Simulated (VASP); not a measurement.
# B (P3_121) in VASP: a series of runs

B is run at these levels: r2SCAN; tasks: single point, relaxation of cell and atoms.

Everything below comes from runs of VASP 6.6.1. Logs are shortened: lines on timing, memory, paths and dates and some standing lists are left out, and cuts for length are marked.

**1. The cell of the first run**

The structure is trigonal, space group P3_121 (No. 152). Conventional cell: a = 2.791 Å, b = 2.791 Å, c = 3.167 Å, α = 90.00°, β = 90.00°, γ = 120.00°. B (site symmetry 2) has 2 B at 1.52 Å within 2.0 Å.

**2. Single point, r2SCAN**

The input, POSCAR:

```
B
1.0
    2.7912484570      0.0000000000      0.0000000000
   -1.3956242285      2.4172920720      0.0000000000
    0.0000000000      0.0000000000      3.1667648111
B
3
Direct
    0.2254000000      0.0000000000      0.3333333333
    0.0000000000      0.2254000000      0.6666666667
    0.7746000000      0.7746000000      0.0000000000
```

The input, INCAR.step1:

```
SYSTEM = B
PREC = Accurate ; ENCUT = 550
ISMEAR = 0 ; SIGMA = 0.1
LREAL = .FALSE. ; LASPH = .TRUE.
NELM = 120 ; NBANDS = 12
GGA = PE ; ALGO = Normal
EDIFF = 1E-5 ; LWAVE = .TRUE.
LCHARG = .FALSE. ; GGA_COMPAT = .FALSE.
```

The input, INCAR.step2:

```
SYSTEM = B
PREC = Accurate ; ENCUT = 550
EDIFF = 1E-6 ; ISMEAR = 0
SIGMA = 0.1 ; LREAL = .FALSE.
LASPH = .TRUE. ; NELM = 120
ALGO = Normal ; ISIF = 2
LWAVE = .FALSE. ; LCHARG = .FALSE.
METAGGA = R2SCAN ; LMIXTAU = .TRUE.
NBANDS = 12 ; ISTART = 1
GGA_COMPAT = .FALSE.
```

The input, KPOINTS:

```
Automatic mesh
0
G
  9 9 6
  0 0 0
```

Potentials or basis: VASP PAW PBE potentials, release 64 (B).

Launch:

```sh
> cat potpaw_PBE.64/B/POTCAR > POTCAR
> cp INCAR.step1 INCAR
> mpirun -np 1 vasp_std > vasp.out
> cp INCAR.step2 INCAR
> mpirun -np 1 vasp_std > vasp.out
```

OUTCAR:

```text
SYSTEM = B
   PREC = Accurate
   ENCUT = 550
   EDIFF = 1E-6
   ISMEAR = 0
   LREAL = .FALSE.
   LASPH = .TRUE.
   NELM = 120
   ISIF = 2
   METAGGA = R2SCAN
   ISTART = 1

 ion  position               nearest neighbor table
   1  0.225  0.000  0.333-   3 1.52   2 1.52
   2  0.000  0.225  0.667-   3 1.52   1 1.52
   3  0.775  0.775  0.000-   2 1.52   1 1.52

  LATTYP: Found a hexagonal cell.
 ALAT       =     2.7912484570
 C/A-ratio  =     1.1345334749

  Lattice vectors:

 A1 = (   2.7912484570,   0.0000000000,   0.0000000000)
 A2 = (  -1.3956242285,   2.4172920720,   0.0000000000)
 A3 = (   0.0000000000,   0.0000000000,   3.1667648111)

Analysis of symmetry for initial positions (statically):
=====================================================================
 Subroutine PRICEL returns:
 Original cell was already a primitive cell.

 Routine SETGRP: Setting up the symmetry group for a
 hexagonal supercell.

 Subroutine GETGRP returns: Found  6 space group operations
 (whereof  2 operations were pure point group operations)
 out of a pool of 24 trial point group operations.

The static configuration has the point symmetry C_2 .
 The point group associated with its full space group is D_3 .

Analysis of symmetry for dynamics (positions and initial velocities):
=====================================================================
 Subroutine PRICEL returns:
 Original cell was already a primitive cell.

 Routine SETGRP: Setting up the symmetry group for a
 hexagonal supercell.

 Subroutine GETGRP returns: Found  6 space group operations
 (whereof  2 operations were pure point group operations)
 out of a pool of 24 trial point group operations.

The dynamic configuration has the point symmetry C_2 .
 The point group associated with its full space group is D_3 .

 Subroutine INISYM returns: Found  6 space group operations
 (whereof  2 operations are pure point group operations),
 and found     1 'primitive' translations

----------------------------------------------------------------------------------------

                                     Primitive cell

  volume of cell :      21.3670

  direct lattice vectors                    reciprocal lattice vectors
     2.791248457  0.000000000  0.000000000     0.358262625  0.206843023  0.000000000
    -1.395624229  2.417292072  0.000000000     0.000000000  0.413686046  0.000000000
     0.000000000  0.000000000  3.166764811     0.000000000  0.000000000  0.315779687

  length of vectors
     2.791248457  2.791248457  3.166764811     0.413686046  0.413686046  0.315779687

  position of ions in fractional coordinates (direct lattice)
     0.225400000  0.000000000  0.333333333
     0.000000000  0.225400000  0.666666667
     0.774600000  0.774600000  0.000000000

  ion indices of the primitive-cell ions
   primitive index   ion index
                 1           1
                 2           2
                 3           3

----------------------------------------------------------------------------------------

 KPOINTS: Automatic mesh

Automatic generation of k-mesh.
 Grid dimensions read from file:
 generate k-points for:    9    9    6

 Generating k-lattice:

  Cartesian coordinates                     Fractional coordinates (reciprocal lattice)
     0.039806958  0.022982558  0.000000000     0.111111111 -0.000000000  0.000000000
     0.000000000  0.045965116  0.000000000     0.000000000  0.111111111  0.000000000
     0.000000000  0.000000000  0.052629948     0.000000000  0.000000000  0.166666667

  Length of vectors
     0.045965116  0.045965116  0.052629948

  Shift w.r.t. Gamma in fractional coordinates (k-lattice)
     0.000000000  0.000000000  0.000000000

 Subroutine IBZKPT returns following result:
 ===========================================

 Found     62 irreducible k-points:

 Following reciprocal coordinates:
            Coordinates               Weight
  0.000000  0.000000  0.000000      1.000000
  0.111111 -0.000000  0.000000      6.000000
  0.222222 -0.000000  0.000000      6.000000
  0.333333  0.000000  0.000000      6.000000
  0.444444 -0.000000  0.000000      6.000000
  0.111111  0.111111  0.000000      6.000000
[... 16 lines left out ...]
  0.222222  0.111111  0.166667     12.000000
 -0.111111  0.333333  0.166667     12.000000
 [... further k-points ...]
   k-points           NKPTS =     62   k-points in BZ     NKDIM =     62   number of bands    NBANDS=     12
   number of dos      NEDOS =    301   number of ions     NIONS =      3
   total plane-waves  NPLWV =  13824
   dimension x,y,z NGX =    24 NGY =   24 NGZ =   24
   dimension x,y,z NGXF=    48 NGYF=   48 NGZF=   48
   ions per type =               3
   NGX,Y,Z   is equivalent  to a cutoff of  14.29, 14.29, 12.60 a.u.
   NGXF,Y,Z  is equivalent  to a cutoff of  28.59, 28.59, 25.20 a.u.
 SYSTEM =  B
   PREC   = accura    normal or accurate (medium, high low for compatibility)
   ISTART =      1    job   : 0-new  1-cont  2-samecut
   ICHARG =      0    charge: 1-file 2-atom 10-const
   ISPIN  =      1    spin polarized calculation?
   LNONCOLLINEAR =      F non collinear calculations
   LSORBIT =      F    spin-orbit coupling
   LASPH  =      T    aspherical Exc in radial PAW
   ENCUT  =  550.0 eV  40.42 Ry    6.36 a.u.   5.34  5.34  6.06*2*pi/ulx,y,z
   NELM   =    120;   NELMIN=  2; NELMDL=  0     # of ELM steps
   EDIFF  = 0.1E-05   stopping-criterion for ELM
   LREAL  =      F    real-space projection
   EDIFFG = 0.1E-04   stopping-criterion for IOM
   NSW    =      0    number of steps for IOM
   IBRION =     -1    ionic relax: 0-MD 1-quasi-New 2-CG
   NFREE  =      0    steps in history (QN), initial steepest desc. (CG)
   ISIF   =      2    stress and relaxation
   ISYM   =      2    0-nonsym 1-usesym 2-fastsym
   POTIM  = 0.5000    time-step for ionic-motion
   TEBEG  =    0.0;   TEEND  =   0.0 temperature during run
   PSTRESS=    0.0 pullay stress
   NELECT =       9.0000    total number of electrons
   NUPDOWN=      -1.0000    fix difference up-down
   EMIN   =  10.00;   EMAX   =-10.00  energy-range for DOS
   EFERMI =   0.00;   METHOD = LEGACY
   ISMEAR =     0;   SIGMA  =   0.10  broadening in eV -4-tet -1-fermi 0-gaus
   EFERMI_NEDOS =   21; number of points for ismear=-14 and -15
   IALGO  =     38    algorithm
   IMIX   =      4    mixing-type and parameters
     AMIX     =   0.40;   BMIX     =  1.00
     AMIX_MAG =   1.60;   BMIX_MAG =  1.00
  volume/ion in A,a.u.               =       7.12        48.06
  Fermi-wavevector in a.u.,A,eV,Ry     =   1.227179  2.319032 20.489937  1.505968
  Thomas-Fermi vector in A             =   2.362152
   LORBIT       =      0    0 simple, 1 ext, 2 COOP (PROOUT), +10 PAW based schemes
   METAGGA = R2SCAN    functional components
   LHFCALC =     F    Hartree Fock is set to
   AEXX    =    0.0000 exact exchange contribution
   IVDW    =     0    specifies the selected vdW correction
   LEPSILON=     F    determine dielectric tensor
   LRPA    =     F    only Hartree local field effects (RPA)
 non-spin polarized calculation
 Gauss-broadening in eV      SIGMA  =   0.10
  energy-cutoff  :      550.00
  volume of cell :       21.37
 maximum number of plane-waves:       648
 NGX is ok and might be reduce to    24
   NGX = 11   NGY = 11   NGZ = 13

 number of electron       9.0000000 magnetization

 Free energy of the ion-electron system (eV)
  ---------------------------------------------------
  ext. energy  EPLUGINS =         0.00000000
  ---------------------------------------------------
  free energy    TOTEN  =       -16.91599732 eV

  energy without entropy =      -16.90681432  energy(sigma->0) =      -16.91140582

 E-fermi :   5.9286     XC(G=0): -12.7499

 val. band max:        5.9105997118   @ k =   0.4444  -0.0000   0.1667
 cond. band min:       5.9645867088   @ k =   0.4444  -0.0000   0.3333
 fundamental gap:      0.0539869970
 Fermi energy:         5.9285744858

 k-point     1 :       0.0000    0.0000    0.0000
  band No.  band energies     occupation
      1      -9.8773      2.00000
      2       1.8995      2.00000
      3       1.8995      2.00000
      4       6.7079      0.00000
      5       9.7871      0.00000
      6       9.7871      0.00000
      7      13.8331      0.00000
      8      13.8331      0.00000
      9      14.7445      0.00000
     10      20.5496      0.00000
     11      24.4331      0.00000
     12      24.4331      0.00000

 k-point     2 :       0.1111   -0.0000    0.0000
  band No.  band energies     occupation
      1      -9.6120      2.00000
      2       2.0763      2.00000
      3       2.0968      2.00000
      4       5.3190      2.00000
      5       8.5812      0.00000
      6      10.0837      0.00000
      7      13.6344      0.00000
      8      14.3855      0.00000
      9      15.3399      0.00000
     10      20.6437      0.00000
     11      23.8611      0.00000
     12      24.3618      0.00000

 k-point     3 :       0.2222   -0.0000    0.0000
  band No.  band energies     occupation
      1      -8.8211      2.00000
      2       2.2799      2.00000
      3       2.6419      2.00000
      4       2.9493      2.00000
      5       6.8590      0.00000
      6       9.6350      0.00000
      7      13.9092      0.00000
      8      14.4724      0.00000
      9      15.2020      0.00000
     10      21.6815      0.00000
     11      22.5402      0.00000
     12      24.6907      0.00000
[... 286 lines left out ...]
 k-point    23 :       0.2222    0.1111    0.1667
  band No.  band energies     occupation
      1      -7.7049      2.00000
      2       0.0595      2.00000
      3       1.4242      2.00000
      4       4.3673      2.00000
      5       6.3199      0.00000
      6      10.1176      0.00000
      7      11.2939      0.00000
      8      14.5494      0.00000
      9      17.0400      0.00000
     10      20.7049      0.00000
     11      23.2014      0.00000
     12      24.7682      0.00000

 k-point    24 :      -0.1111    0.3333    0.1667
  band No.  band energies     occupation
      1      -7.7023      2.00000
      2       0.0271      2.00000
      3       1.4595      2.00000
      4       4.5271      2.00000
      5       5.8739      1.56097
      6      10.2730      0.00000
      7      12.0609      0.00000
      8      14.2829      0.00000
      9      16.8376      0.00000
     10      19.6935      0.00000
     11      23.2677      0.00000
     12      25.7113      0.00000

 [... further k-points ...]

------------------------ aborting loop because EDIFF is reached ----------------------------------------

  FORCE on cell =-STRESS in cart. coord.  units (eV):
  Direction    XX          YY          ZZ          XY          YZ          ZX
  --------------------------------------------------------------------------------------
  -------------------------------------------------------------------------------------
  Total        2.1552224      2.1552224     10.9059789     -0.0000000     -0.0000000      0.0000000
  in kB      161.6066511    161.6066511    817.7711823     -0.0000000     -0.0000000      0.0000000
  external PRESSURE =     380.3281615 kB  Pullay stress =       0.0000000 kB

 VOLUME and BASIS-vectors are now :
 -----------------------------------------------------------------------------
  energy-cutoff  :      550.00
  volume of cell :       21.37
      direct lattice vectors                 reciprocal lattice vectors
     2.791248457  0.000000000  0.000000000     0.358262625  0.206843023  0.000000000
    -1.395624229  2.417292072  0.000000000     0.000000000  0.413686046  0.000000000
     0.000000000  0.000000000  3.166764811     0.000000000  0.000000000  0.315779687

 POSITION                                       TOTAL-FORCE (eV/Angst)
 -----------------------------------------------------------------------------------
      0.62915      0.00000      1.05559         4.419030     -0.000000      0.000000
     -0.31457      0.54486      2.11118        -2.209515      3.826992     -0.000000
      1.08105      1.87243      0.00000        -2.209515     -3.826992     -0.000000
 -----------------------------------------------------------------------------------
    total drift:                                0.000000      0.000000     -0.000000

  FREE ENERGIE OF THE ION-ELECTRON SYSTEM (eV)
  ---------------------------------------------------
  free  energy   TOTEN  =       -16.9159973202 eV

  energy  without entropy=      -16.9068143167  energy(sigma->0) =      -16.91140582
```

Wall time 38 s (1 thread of AMD EPYC 9R45 (Zen 5), shared host); peak memory 0.11 GiB.

Results:

```yaml
Free_energy: -16.9160 eV
Pressure: 38.0 GPa
Largest_force: 4.419 eV/Å
Band_gap_on_the_k_mesh: zero (an odd number of electrons rules out a gap without spin polarisation)
```

Forces in eV/Å, atoms in the order of the input:
```
B    4.419  0.000  0.000
B   -2.210  3.827  0.000
B   -2.210 -3.827  0.000
```

Levels at points of the mesh, in eV from the Fermi level:
```csv
k point,band 2,band 3,band 4,band 5,band 6,band 7,band 8,band 9
"(0.00, 0.00, 0.00)",-4.03,-4.03,0.78,3.86,3.86,7.90,7.90,8.82
"(0.00, 0.00, 0.50)",-12.72,1.49,3.00,3.00,7.08,7.08,7.71,9.81
```

Caveat: the cell stands under pressure; the PAW data sets were made with another functional, which shifts forces and pressure a little.

**3. Relaxation of cell and atoms, r2SCAN**

POSCAR is that of step 2.

The input, INCAR.step1:

```
SYSTEM = B
  PREC = Accurate
  ENCUT = 910
  ISMEAR = 0
  SIGMA = 0.1
  LREAL = .FALSE.
  LASPH = .TRUE.
  NELM = 120
  GGA = PE
  ALGO = Normal
  EDIFF = 1E-5
  LWAVE = .TRUE.
  LCHARG = .FALSE.
  GGA_COMPAT = .FALSE.
  IBRION = 2
  ISIF = 3
  EDIFFG = -0.005
  NELMIN = 4
  NSW = 100
```

The input, INCAR.step2:

```
SYSTEM = B
  PREC = Accurate
  ENCUT = 910
  EDIFF = 1E-7
  ISMEAR = 0
  SIGMA = 0.1
  LREAL = .FALSE.
  LASPH = .TRUE.
  NELM = 120
  ALGO = Normal
  ISIF = 3
  LWAVE = .FALSE.
  LCHARG = .FALSE.
  METAGGA = R2SCAN
  LMIXTAU = .TRUE.
  IBRION = 2
  NSW = 90
  EDIFFG = -0.04
  ISTART = 1
  GGA_COMPAT = .FALSE.
  NELMIN = 4
```

The input, KPOINTS:

```
regular mesh
0
G
  9 9 6
  0 0 0
```

Potentials or basis: VASP PAW PBE potentials, release 64 (B_h).

Launch:

```sh
> cat potpaw_PBE.64/B_h/POTCAR > POTCAR
> cp INCAR.step1 INCAR
> mpirun -np 1 vasp_std > vasp.out
> cp INCAR.step2 INCAR
> mpirun -np 1 vasp_std > vasp.out
```

It took 13 min on 1 thread of Intel Xeon Platinum 8488C (Sapphire Rapids), shared host; peak memory 0.17 GiB.

Results (log left out):

```yaml
Free_energy: -18.5784 eV
Relaxed_volume: 6.38 Å³/atom
Relaxed_cell: a = 2.385 Å, b = 2.385 Å, c = 3.884 Å, α = 90.00°, β = 90.00°, γ = 120.00°
Space_group_after_relaxing_to_0.1_Å: R-3m (No. 166)
Energy_gained_by_relaxing: 546.3 meV/atom
Ionic_steps: 17
Pressure_after_relaxing: -0.3 GPa
Largest_force_after_relaxing: 0.021 eV/Å
Band_gap_on_the_k_mesh: zero (an odd number of electrons rules out a gap without spin polarisation)
```

Forces in eV/Å, atoms in the order of the input:
```
B   -0.021  0.000  0.000
B    0.011 -0.018  0.000
B    0.011  0.018  0.000
```

Stress tensor (GPa, compression positive):
```
-0.62  0.00  0.00
 0.00 -0.62  0.00
 0.00  0.00  0.21
```

The path:
```
step  energy change (eV)  largest force (eV/Å)  pressure (GPa)  volume (Å³)
   1              0.0000                4.4469           37.40        21.37
   2             -0.5180                0.4818          -37.97        26.79
   3             -1.0370                0.3393          -17.32        24.02
   4             -1.0378                0.3869          -16.59        23.96
   5             -1.3470                0.4860           -8.41        21.92
   6             -1.4074                0.4833           -2.37        20.97
   7             -1.4177                0.4077            1.16        20.52
   8             -1.4320                0.4577            8.78        19.64
   9             -1.3748                0.4610           29.43        17.91
  10             -1.4303                0.5128           12.02        19.32
  11             -1.5859                0.1003            0.64        19.57
  12             -1.6233                0.0025           -5.57        19.71
  13             -1.6351                0.0511           -0.18        18.98
  14             -1.6372                0.0320           -1.49        19.15
  15             -1.6375                0.0250           -2.08        19.23
  16             -1.6376                0.0170            1.30        19.04
  17             -1.6388                0.0213           -0.35        19.13
```

Final structure:
```
B
1.0
     2.38504    0.00000    0.00000
    -1.19252    2.06551    0.00000
     0.00000    0.00000    3.88379
B
3
Cartesian
  0.8051 0.0000 1.2946
  1.9825 0.6972 2.5892
  0.7900 1.3683 0.0000
```

Levels at points of the mesh, in eV from the Fermi level:
```tsv
k point	band 1	band 2	band 3	band 4	band 5	band 6	band 7	band 8
(0.00, 0.00, 0.00)	-18.26	-9.99	-9.99	7.34	7.48	7.48	7.63	14.34
(0.00, 0.00, 0.50)	-16.16	-16.16	-3.07	6.47	6.83	6.83	10.44	10.59
```

Caveat: a cell axis changed by over 15 % at a fixed basis, so the end point is rough; the PAW data sets were made with another functional, which shifts forces and pressure a little.
